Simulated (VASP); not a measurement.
# Ta (Im-3m) in VASP: notebook

The runs below take Ta through single point, with PBEsol.

Program: VASP 6.6.1. These are calculated values, not measurements. Logs are shortened: lines on timing, memory, paths and dates and some standing lists are left out, and cuts for length are marked.

**1. The cell of the first run**

It takes space group Im-3m (No. 229, cubic). The conventional cell has a = 3.193 Å, b = 3.193 Å, c = 3.193 Å, α = 90.00°, β = 90.00°, γ = 90.00°. Within 3.6 Å of Ta (site symmetry m-3m) lie 14 Ta at 2.76 to 3.19 Å.

**2. Single point, PBEsol**

INCAR

```
PREC     = Accurate       # precision mode
ENCUT    = 520            # plane-wave cutoff, eV
EDIFF    = 1E-6           # SCF threshold, eV
ISMEAR   = 0              # smearing method
SIGMA    = 0.1            # smearing width, eV
LREAL    = False          # projectors in reciprocal space
LASPH    = True           # aspherical terms in the spheres
NELM     = 100            # most SCF steps
ALGO     = Normal         # electronic algorithm
ISIF     = 2              # what is computed and relaxed
LWAVE    = False          # write WAVECAR
LCHARG   = False          # write CHGCAR
GGA      = PS             # functional
NBANDS   = 12             # bands
```

KPOINTS

```
Automatic mesh
0
Gamma
  18 18 18
```

POSCAR

```
Ta
1.0
   -1.5962944685      1.5962944685      1.5962944685
    1.5962944685     -1.5962944685      1.5962944685
    1.5962944685      1.5962944685     -1.5962944685
Ta
1
Direct
    0.0000000000      0.0000000000      0.0000000000
```

Potentials or basis: VASP PAW PBE potentials, release 64 (Ta_pv).

Launch:

```console
$ cat potpaw_PBE.64/Ta_pv/POTCAR > POTCAR
$ mpirun -np 1 vasp_std > vasp.out
```

OUTCAR:

```text
PREC = Accurate
   ENCUT = 520
   EDIFF = 1E-6
   ISMEAR = 0
   LREAL = False
   LASPH = True
   NELM = 100
   ISIF = 2
   GGA = PS

 ion  position               nearest neighbor table
   1  0.000  0.000  0.000-

  LATTYP: Found a body centered cubic cell.
 ALAT       =     3.1925889370

  Lattice vectors:

 A1 = (  -1.5962944685,   1.5962944685,   1.5962944685)
 A2 = (   1.5962944685,  -1.5962944685,   1.5962944685)
 A3 = (   1.5962944685,   1.5962944685,  -1.5962944685)

Analysis of symmetry for initial positions (statically):
=====================================================================
 Subroutine PRICEL returns:
 Original cell was already a primitive cell.

 Routine SETGRP: Setting up the symmetry group for a
 body centered cubic supercell.

 Subroutine GETGRP returns: Found 48 space group operations
 (whereof 48 operations were pure point group operations)
 out of a pool of 48 trial point group operations.

The static configuration has the point symmetry O_h .

Analysis of symmetry for dynamics (positions and initial velocities):
=====================================================================
 Subroutine PRICEL returns:
 Original cell was already a primitive cell.

 Routine SETGRP: Setting up the symmetry group for a
 body centered cubic supercell.

 Subroutine GETGRP returns: Found 48 space group operations
 (whereof 48 operations were pure point group operations)
 out of a pool of 48 trial point group operations.

The dynamic configuration has the point symmetry O_h .

 Subroutine INISYM returns: Found 48 space group operations
 (whereof 48 operations are pure point group operations),
 and found     1 'primitive' translations

----------------------------------------------------------------------------------------

                                     Primitive cell

  volume of cell :      16.2704

  direct lattice vectors                    reciprocal lattice vectors
    -1.596294469  1.596294469  1.596294469     0.000000000  0.313225417  0.313225417
     1.596294469 -1.596294469  1.596294469     0.313225417  0.000000000  0.313225417
     1.596294469  1.596294469 -1.596294469     0.313225417  0.313225417  0.000000000

  length of vectors
     2.764863123  2.764863123  2.764863123     0.442967632  0.442967632  0.442967632

  position of ions in fractional coordinates (direct lattice)
     0.000000000  0.000000000  0.000000000

  ion indices of the primitive-cell ions
   primitive index   ion index
                 1           1

----------------------------------------------------------------------------------------

 KPOINTS: Automatic mesh

Automatic generation of k-mesh.
 Grid dimensions read from file:
 generate k-points for:   18   18   18

 Generating k-lattice:

  Cartesian coordinates                     Fractional coordinates (reciprocal lattice)
     0.000000000  0.017401412  0.017401412     0.055555556  0.000000000  0.000000000
     0.017401412  0.000000000  0.017401412     0.000000000  0.055555556  0.000000000
     0.017401412  0.017401412  0.000000000     0.000000000  0.000000000  0.055555556

  Length of vectors
     0.024609313  0.024609313  0.024609313

  Shift w.r.t. Gamma in fractional coordinates (k-lattice)
     0.000000000  0.000000000  0.000000000

 Subroutine IBZKPT returns following result:
 ===========================================

 Found    195 irreducible k-points:

 Following reciprocal coordinates:
            Coordinates               Weight
  0.000000  0.000000  0.000000      1.000000
  0.055556  0.000000  0.000000     12.000000
  0.111111  0.000000  0.000000     12.000000
  0.166667  0.000000  0.000000     12.000000
  0.222222  0.000000  0.000000     12.000000
  0.277778  0.000000  0.000000     12.000000
[... 16 lines left out ...]
  0.333333  0.111111  0.000000     48.000000
  0.388889  0.111111 -0.000000     48.000000
 [... further k-points ...]
   k-points           NKPTS =    195   k-points in BZ     NKDIM =    195   number of bands    NBANDS=     12
   number of dos      NEDOS =    301   number of ions     NIONS =      1
   total plane-waves  NPLWV =  13824
   dimension x,y,z NGX =    24 NGY =   24 NGZ =   24
   dimension x,y,z NGXF=    48 NGYF=   48 NGZF=   48
   ions per type =               1
   NGX,Y,Z   is equivalent  to a cutoff of  14.43, 14.43, 14.43 a.u.
   NGXF,Y,Z  is equivalent  to a cutoff of  28.86, 28.86, 28.86 a.u.
 SYSTEM =  unknown system
   PREC   = accura    normal or accurate (medium, high low for compatibility)
   ISTART =      0    job   : 0-new  1-cont  2-samecut
   ICHARG =      2    charge: 1-file 2-atom 10-const
   ISPIN  =      1    spin polarized calculation?
   LNONCOLLINEAR =      F non collinear calculations
   LSORBIT =      F    spin-orbit coupling
   LASPH  =      T    aspherical Exc in radial PAW
   ENCUT  =  520.0 eV  38.22 Ry    6.18 a.u.   5.14  5.14  5.14*2*pi/ulx,y,z
   NELM   =    100;   NELMIN=  2; NELMDL= -5     # of ELM steps
   EDIFF  = 0.1E-05   stopping-criterion for ELM
   LREAL  =      F    real-space projection
   EDIFFG = 0.1E-04   stopping-criterion for IOM
   NSW    =      0    number of steps for IOM
   IBRION =     -1    ionic relax: 0-MD 1-quasi-New 2-CG
   NFREE  =      0    steps in history (QN), initial steepest desc. (CG)
   ISIF   =      2    stress and relaxation
   ISYM   =      2    0-nonsym 1-usesym 2-fastsym
   POTIM  = 0.5000    time-step for ionic-motion
   TEBEG  =    0.0;   TEEND  =   0.0 temperature during run
   PSTRESS=    0.0 pullay stress
   NELECT =      11.0000    total number of electrons
   NUPDOWN=      -1.0000    fix difference up-down
   EMIN   =  10.00;   EMAX   =-10.00  energy-range for DOS
   EFERMI =   0.00;   METHOD = LEGACY
   ISMEAR =     0;   SIGMA  =   0.10  broadening in eV -4-tet -1-fermi 0-gaus
   EFERMI_NEDOS =   21; number of points for ismear=-14 and -15
   IALGO  =     38    algorithm
   IMIX   =      4    mixing-type and parameters
     AMIX     =   0.40;   BMIX     =  1.00
     AMIX_MAG =   1.60;   BMIX_MAG =  1.00
  volume/ion in A,a.u.               =      16.27       109.80
  Fermi-wavevector in a.u.,A,eV,Ry     =   1.436832  2.715219 28.089048  2.064487
  Thomas-Fermi vector in A             =   2.555977
   LORBIT       =      0    0 simple, 1 ext, 2 COOP (PROOUT), +10 PAW based schemes
   GGA     = PS    functional components
   LHFCALC =     F    Hartree Fock is set to
   AEXX    =    0.0000 exact exchange contribution
   IVDW    =     0    specifies the selected vdW correction
   LEPSILON=     F    determine dielectric tensor
   LRPA    =     F    only Hartree local field effects (RPA)
 non-spin polarized calculation
 Gauss-broadening in eV      SIGMA  =   0.10
  energy-cutoff  :      520.00
  volume of cell :       16.27
 maximum number of plane-waves:       466
 NGX is ok and might be reduce to    24
   NGX = 11   NGY = 11   NGZ = 11

 number of electron      11.0000001 magnetization

 Free energy of the ion-electron system (eV)
  ---------------------------------------------------
  ext. energy  EPLUGINS =         0.00000000
  ---------------------------------------------------
  free energy    TOTEN  =       -12.47212584 eV

  energy without entropy =      -12.46621791  energy(sigma->0) =      -12.46917187

 E-fermi :   6.1502     XC(G=0): -13.2581

 val. band max:        6.1486352381   @ k =  -0.2222   0.2222   0.1111
 cond. band min:       6.1647010545   @ k =   0.3889   0.2222  -0.0000
 fundamental gap:      0.0160658163
 Fermi energy:         6.1502444894

 k-point     1 :       0.0000    0.0000    0.0000
  band No.  band energies     occupation
      1     -26.4441      2.00000
      2     -26.4441      2.00000
      3     -26.4441      2.00000
      4      -2.1366      2.00000
      5       6.8747      0.00000
      6       6.8747      0.00000
      7       6.8747      0.00000
      8      10.5208      0.00000
      9      10.5208      0.00000
     10      21.6947      0.00000
     11      21.6947      0.00000
     12      21.6947      0.00000

 k-point     2 :       0.0556    0.0000    0.0000
  band No.  band energies     occupation
      1     -26.4994      2.00000
      2     -26.4605      2.00000
      3     -26.4446      2.00000
      4      -1.9782      2.00000
      5       6.7695      0.00000
      6       6.8459      0.00000
      7       7.0299      0.00000
      8      10.3412      0.00000
      9      10.5193      0.00000
     10      21.1798      0.00000
     11      21.8436      0.00000
     12      21.9669      0.00000

 k-point     3 :       0.1111    0.0000    0.0000
  band No.  band energies     occupation
      1     -26.6559      2.00000
      2     -26.5075      2.00000
      3     -26.4458      2.00000
      4      -1.5228      2.00000
      5       6.4813      0.00000
      6       6.7234      0.00000
      7       7.4907      0.00000
      8       9.9749      0.00000
      9      10.5249      0.00000
     10      21.1794      0.00000
     11      22.2287      0.00000
     12      22.7547      0.00000
[... 286 lines left out ...]
 k-point    23 :       0.3333    0.1111    0.0000
  band No.  band energies     occupation
      1     -27.8715      2.00000
      2     -26.9577      2.00000
      3     -26.5289      2.00000
      4       1.7789      2.00000
      5       4.5920      2.00000
      6       6.4566      0.00001
      7      10.2239      0.00000
      8      11.5815      0.00000
      9      13.9539      0.00000
     10      19.8526      0.00000
     11      20.9832      0.00000
     12      21.3229      0.00000

 k-point    24 :       0.3889    0.1111   -0.0000
  band No.  band energies     occupation
      1     -27.9810      2.00000
      2     -27.0116      2.00000
      3     -26.5314      2.00000
      4       1.7700      2.00000
      5       4.4424      2.00000
      6       7.1718      0.00000
      7      10.3111      0.00000
      8      11.8163      0.00000
      9      15.1112      0.00000
     10      19.1371      0.00000
     11      19.9934      0.00000
     12      21.2148      0.00000

 [... further k-points ...]
[... 5 lines left out ...]
  --------------------------------------------------------------------------------------
  -------------------------------------------------------------------------------------
  Total        2.0715299      2.0715299      2.0715299     -0.0000000      0.0000000     -0.0000000
  in kB      203.9871364    203.9871364    203.9871364     -0.0000000      0.0000000     -0.0000000
  external PRESSURE =     203.9871364 kB  Pullay stress =       0.0000000 kB

 VOLUME and BASIS-vectors are now :
 -----------------------------------------------------------------------------
  energy-cutoff  :      520.00
  volume of cell :       16.27
      direct lattice vectors                 reciprocal lattice vectors
    -1.596294469  1.596294469  1.596294469     0.000000000  0.313225417  0.313225417
     1.596294469 -1.596294469  1.596294469     0.313225417  0.000000000  0.313225417
     1.596294469  1.596294469 -1.596294469     0.313225417  0.313225417  0.000000000

 POSITION                                       TOTAL-FORCE (eV/Angst)
 -----------------------------------------------------------------------------------
      0.00000      0.00000      0.00000         0.000000      0.000000     -0.000000
 -----------------------------------------------------------------------------------
    total drift:                               -0.000000      0.000000      0.000000

  FREE ENERGIE OF THE ION-ELECTRON SYSTEM (eV)
  ---------------------------------------------------
  free  energy   TOTEN  =       -12.4721258358 eV

  energy  without entropy=      -12.4662179063  energy(sigma->0) =      -12.46917187
```

Wall time 49 s (1 thread of AMD EPYC 7R13, shared host); peak memory 0.14 GiB.

Results:

* Free energy: -12.4721 eV
* Pressure: 20.4 GPa
* Band gap on the k mesh: zero (an odd number of electrons rules out a gap without spin polarisation)

Levels at points of the mesh, in eV from the Fermi level:
| k point | band 2 | band 3 | band 4 | band 5 | band 6 | band 7 | band 8 | band 9 |
| --- | --- | --- | --- | --- | --- | --- | --- | --- |
| (0.00, 0.00, 0.00) | -32.59 | -32.59 | -8.29 | 0.72 | 0.72 | 0.72 | 4.37 | 4.37 |
| (0.50, 0.00, 0.00) | -33.11 | -32.61 | -4.85 | -1.86 | 2.17 | 4.33 | 5.48 | 8.88 |
| (0.50, 0.50, 0.50) | -33.72 | -33.72 | -4.44 | -4.44 | 7.73 | 7.73 | 7.73 | 9.68 |

Caveat: the cell stands under pressure; the PAW data sets were made with another functional, which shifts forces and pressure a little; spin-orbit coupling is left out, which moves the levels of the heavy elements.

**3. Single point, PBEsol**

This run uses another cell than the first one, of 16.89 Å³/atom.

INCAR

```
SYSTEM = Ta
ALGO = Normal
EDIFF = 1E-6
ENCUT = 520
GGA = PS
ISIF = 2
ISMEAR = 0
LASPH = .True.
LCHARG = .True.
LELF = .True.
LREAL = .False.
LVHAR = .True.
LWAVE = .False.
NBANDS = 12
NELM = 60
PREC = Accurate
SIGMA = 0.1
```

KPOINTS

```
k-points
0
Gamma
  18 18 18
  0 0 0
```

POSCAR

```
Ta
1.0
   -1.6163023474      1.6163023474      1.6163023474
    1.6163023474     -1.6163023474      1.6163023474
    1.6163023474      1.6163023474     -1.6163023474
Ta
1
Direct
    0.0000000000      0.0000000000      0.0000000000
```

Potentials or basis: VASP PAW PBE potentials, release 64 (Ta_pv).

Launch:

```console
$ cat potpaw_PBE.64/Ta_pv/POTCAR > POTCAR
$ mpirun -np 1 vasp_std > vasp.out
```

Run time: 58 s. Hardware: 1 thread of AMD EPYC 7R13, shared host; peak memory 0.14 GiB.

The run converged. Its results:

- Free energy: -12.5311 eV
- Pressure: 10.3 GPa
- Band gap on the k mesh: zero (an odd number of electrons rules out a gap without spin polarisation)

Levels at points of the mesh, in eV from the Fermi level:
| k point | band 2 | band 3 | band 4 | band 5 | band 6 | band 7 | band 8 | band 9 |
| --- | --- | --- | --- | --- | --- | --- | --- | --- |
| (0.00, 0.00, 0.00) | -32.76 | -32.76 | -8.17 | 0.72 | 0.72 | 0.72 | 4.22 | 4.22 |
| (0.50, 0.00, 0.00) | -33.23 | -32.77 | -4.68 | -1.75 | 1.94 | 4.15 | 5.26 | 8.46 |
| (0.50, 0.50, 0.50) | -33.77 | -33.77 | -4.21 | -4.21 | 7.39 | 7.39 | 7.39 | 9.28 |

Caveat: the cell stands under pressure; the PAW data sets were made with another functional, which shifts forces and pressure a little; spin-orbit coupling is left out, which moves the levels of the heavy elements.

(Part 1 of 2 ends here.)
